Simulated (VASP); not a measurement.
# PtS2 (P-3m1) in VASP: settings compared, part 2 of 2

VASP 6.6.1. The steps go on from the part before.

**4. Single point, PBE**

This run uses another cell than the first one, of 17.17 Å³/atom.

INCAR reads:

```
ALGO = Normal
EDIFF = 1E-6
ENCUT = 520
GGA = PE
ISIF = 2
ISMEAR = -1
LASPH = T
LCHARG = F
LREAL = F
LWAVE = F
NBANDS = 18
NELM = 80
PREC = Accurate
SIGMA = 0.05
```

KPOINTS reads:

```
k-points
0
Gamma
  9 9 5
```

POSCAR reads:

```
PtS2
1.0
    3.4708695004      0.0000000000      0.0000000000
   -1.7354347502      3.0058611606      0.0000000000
    0.0000000000      0.0000000000      4.9359384846
Pt S
1 2
Direct
    0.0000000000      0.0000000000      0.0000000000
    0.6666666667      0.3333333333      0.7730000000
    0.3333333333      0.6666666667      0.2270000000
```

Potentials or basis: VASP PAW PBE potentials, release 64 (Pt, S).

Started as:

```
$ cat potpaw_PBE.64/Pt/POTCAR potpaw_PBE.64/S/POTCAR > POTCAR
$ mpirun -np 1 vasp_std > vasp.out
```

OUTCAR:

```text
EDIFF = 1E-6
   ENCUT = 520
   GGA = PE
   ISIF = 2
   ISMEAR = -1
   LASPH = T
   LREAL = F
   NELM = 80
   PREC = Accurate

 ion  position               nearest neighbor table
   1  0.000  0.000  0.000-   2 2.30   3 2.30   2 2.30   3 2.30   2 2.30   3 2.30
   2  0.667  0.333  0.773-   1 2.30   1 2.30   1 2.30
   3  0.333  0.667  0.227-   1 2.30   1 2.30   1 2.30

  LATTYP: Found a hexagonal cell.
 ALAT       =     3.4708695004
 C/A-ratio  =     1.4221043125

  Lattice vectors:

 A1 = (   3.4708695004,   0.0000000000,   0.0000000000)
 A2 = (  -1.7354347502,   3.0058611606,   0.0000000000)
 A3 = (   0.0000000000,   0.0000000000,   4.9359384846)

Analysis of symmetry for initial positions (statically):
=====================================================================
 Subroutine PRICEL returns:
 Original cell was already a primitive cell.

 Routine SETGRP: Setting up the symmetry group for a
 hexagonal supercell.

 Subroutine GETGRP returns: Found 12 space group operations
 (whereof 12 operations were pure point group operations)
 out of a pool of 24 trial point group operations.

The static configuration has the point symmetry D_3d.
[... 162 lines left out ...]

 E-fermi :   8.1787     XC(G=0): -10.8857

 val. band max:        7.6648457531   @ k =   0.0000   0.2222   0.2000
 cond. band min:       8.7605251142   @ k =   0.3333   0.3333   0.0000
 fundamental gap:      1.0956793611
 Fermi energy:         8.1787135634

 k-point     1 :       0.0000    0.0000    0.0000
  band No.  band energies     occupation
      1      -8.5259      2.00000
      2      -4.8738      2.00000
      3       0.0331      2.00000
      4       0.0331      2.00000
      5       0.1793      2.00000
      6       3.2876      2.00000
[... 481 lines left out ...]
      5       1.6063      2.00000
      6       1.9538      2.00000
[... 10 lines left out ...]
     17      16.2733      0.00000
     18      18.2736      0.00000

 [... further k-points ...]

------------------------ aborting loop because EDIFF is reached ----------------------------------------

  FORCE on cell =-STRESS in cart. coord.  units (eV):
  Direction    XX          YY          ZZ          XY          YZ          ZX
  --------------------------------------------------------------------------------------
  -------------------------------------------------------------------------------------
  Total        8.3316780      8.3316780      6.0420593      0.0000000      0.0000000      0.0000000
  in kB      259.2185764    259.2185764    187.9830209      0.0000000      0.0000000      0.0000000
  external PRESSURE =     235.4733912 kB  Pullay stress =       0.0000000 kB

 VOLUME and BASIS-vectors are now :
 -----------------------------------------------------------------------------
  energy-cutoff  :      520.00
  volume of cell :       51.50
      direct lattice vectors                 reciprocal lattice vectors
     3.470869500  0.000000000  0.000000000     0.288112244  0.166341682  0.000000000
    -1.735434750  3.005861161  0.000000000     0.000000000  0.332683363  0.000000000
     0.000000000  0.000000000  4.935938485     0.000000000  0.000000000  0.202595718

 POSITION                                       TOTAL-FORCE (eV/Angst)
 -----------------------------------------------------------------------------------
      0.00000      0.00000      0.00000         0.000000      0.000000      0.000000
      1.73543      1.00195      3.81548         0.000000      0.000000     -2.265855
     -0.00000      2.00391      1.12046        -0.000000     -0.000000      2.265855
 -----------------------------------------------------------------------------------
    total drift:                                0.000000     -0.000000      0.000000

  FREE ENERGIE OF THE ION-ELECTRON SYSTEM (eV)
  ---------------------------------------------------
  free  energy   TOTEN  =       -14.9218692431 eV

  energy  without entropy=      -14.9218673322  energy(sigma->0) =      -14.92186829
```

OSZICAR:

```text
N       E                     dE             d eps       ncg     rms          rms(c)
DAV:   1     0.115893717615E+03    0.11589E+03   -0.10527E+04  1800   0.110E+03
DAV:   2    -0.107966602850E+02   -0.12669E+03   -0.12272E+03  2184   0.225E+02
DAV:   3    -0.162874629691E+02   -0.54908E+01   -0.54595E+01  2242   0.479E+01
DAV:   4    -0.163443942090E+02   -0.56931E-01   -0.56902E-01  2366   0.540E+00
DAV:   5    -0.163452579459E+02   -0.86374E-03   -0.86368E-03  2264   0.648E-01    0.231E+01
DAV:   6    -0.150990540413E+02    0.12462E+01   -0.59441E+00  1896   0.239E+01    0.140E+01
DAV:   7    -0.149517671287E+02    0.14729E+00   -0.10475E+00  1860   0.102E+01    0.691E+00
DAV:   8    -0.149238023844E+02    0.27965E-01   -0.47100E-02  2050   0.194E+00    0.108E+00
DAV:   9    -0.149216336262E+02    0.21688E-02   -0.94753E-03  2126   0.945E-01    0.168E-01
DAV:  10    -0.149218193421E+02   -0.18572E-03   -0.90740E-04  2314   0.219E-01    0.134E-01
DAV:  11    -0.149218610704E+02   -0.41728E-04   -0.62833E-05  2080   0.578E-02    0.446E-02
DAV:  12    -0.149218691786E+02   -0.81081E-05   -0.35792E-05  2100   0.520E-02    0.234E-02
DAV:  13    -0.149218692431E+02   -0.64546E-07   -0.32217E-06  1982   0.150E-02
   1 F= -.14921869E+02 E0= -.14921868E+02  d E =-.191096E-05
```

It took 42 s on 1 thread of Intel Xeon 8259CL, shared host; peak memory 0.2 GiB.

What came out:

```
Free energy            : -14.9219 eV
Pressure               : 23.5 GPa
Largest force          : 2.266 eV/Å
Band gap on the k mesh : 1.10 eV (least direct gap 1.14 eV)
```

Forces in eV/Å, atoms in the order of the input:
```
Pt   0.000  0.000  0.000
S    0.000  0.000 -2.266
S    0.000  0.000  2.266
```

Stress tensor (GPa, compression positive):
```
25.92  0.00  0.00
 0.00 25.92  0.00
 0.00  0.00 18.80
```

Levels at points of the mesh, in eV from the valence-band top:
```csv
k point,band 9,band 10,band 11,band 12,band 13,band 14
"(0.00, 0.00, 0.00)",-1.23,-1.23,-0.21,2.62,2.62,4.69
```

Caveat: the cell stands under pressure; spin-orbit coupling is left out, which moves the levels of the heavy elements; an odd mesh through Γ misses points on the zone boundary, where band edges can lie; forces of over 1 eV/Å act on the atoms, so gaps and moduli don't describe the material at rest. Expect the measured gap to be larger: semilocal functionals such as PBE lack the derivative discontinuity.

**5. Single point, LDA**

This run uses another cell than the first one, of 17.53 Å³/atom.

INCAR reads:

```
PREC = Accurate
ENCUT = 520
EDIFF = 1E-6
ISMEAR = -1
SIGMA = 0.05
LREAL = F
LASPH = T
NELM = 60
ALGO = Normal
ISIF = 2
LWAVE = F
LCHARG = F
NBANDS = 18
```

KPOINTS reads:

```
Automatic mesh
0
Gamma
  9 9 5
```

POSCAR reads:

```
PtS2
1.0
    3.4953130487      0.0000000000      0.0000000000
   -1.7476565244      3.0270298944      0.0000000000
    0.0000000000      0.0000000000      4.9706997601
Pt S
1 2
Direct
    0.0000000000      0.0000000000      0.0000000000
    0.6666666667      0.3333333333      0.7730000000
    0.3333333333      0.6666666667      0.2270000000
```

Potentials or basis: VASP PAW LDA potentials, release 64 (Pt, S).

Started as:

```
$ cat potpaw_LDA.64/Pt/POTCAR potpaw_LDA.64/S/POTCAR > POTCAR
$ mpirun -np 1 vasp_std > vasp.out
```

It took 43 s on 1 thread of Intel Xeon 8259CL, shared host; peak memory 0.18 GiB.

It converged, with:

* Free energy: -18.0259 eV
* Pressure: 10.9 GPa
* Largest force: 1.467 eV/Å
* Band gap on the k mesh: 0.95 eV (least direct gap 1.01 eV)

Forces on the atoms (eV/Å):
```
Pt   0.000  0.000  0.000
S    0.000  0.000 -1.467
S    0.000  0.000  1.467
```

Stress tensor (GPa, compression positive):
```
12.15  0.00  0.00
 0.00 12.15  0.00
 0.00  0.00  8.35
```

Levels at points of the mesh, in eV from the valence-band top:
| k point | band 9 | band 10 | band 11 | band 12 | band 13 | band 14 |
| --- | --- | --- | --- | --- | --- | --- |
| (0.00, 0.00, 0.00) | -1.21 | -1.21 | -0.21 | 2.51 | 2.51 | 4.57 |

Caveat: the cell stands under pressure; spin-orbit coupling is left out, which moves the levels of the heavy elements; an odd mesh through Γ misses points on the zone boundary, where band edges can lie; forces of over 1 eV/Å act on the atoms, so gaps and moduli don't describe the material at rest.

**6. Overview**

```csv
level,potentials or basis,cell,gap on the mesh (eV),pressure (GPa),largest force (eV/Å)
r2SCAN,"VASP PAW PBE potentials, release 64 (Pt, S)","a = 3.613, b = 3.613, c = 5.138 Å, angles 90.0, 90.0, 120.0°, 3 atoms",1.11,0.1,0.37
LDA,"VASP PAW LDA potentials, release 64 (Pt, S)","a = 3.471, b = 3.471, c = 4.936 Å, angles 90.0, 90.0, 120.0°, 3 atoms",0.98,15.2,1.84
PBE,"VASP PAW PBE potentials, release 64 (Pt, S)","a = 3.471, b = 3.471, c = 4.936 Å, angles 90.0, 90.0, 120.0°, 3 atoms",1.10,23.5,2.27
LDA,"VASP PAW LDA potentials, release 64 (Pt, S)","a = 3.495, b = 3.495, c = 4.971 Å, angles 90.0, 90.0, 120.0°, 3 atoms",0.95,10.9,1.47
```

Alike in all rows: task single point; no spin polarisation; k mesh 9 × 9 × 5; cutoff (eV) 520; smearing fermi-dirac 0.05 eV.

Caveats: spin-orbit coupling is left out, which moves the levels of the heavy elements; an odd mesh through Γ misses points on the zone boundary, where band edges can lie; the cell stands under pressure (at least some runs); forces of over 1 eV/Å act on the atoms, so gaps and moduli don't describe the material at rest (at least some runs); the PAW data sets were made with another functional, which shifts forces and pressure a little (at least some runs).

Absolute energies hang on the potentials; compare differences alone.
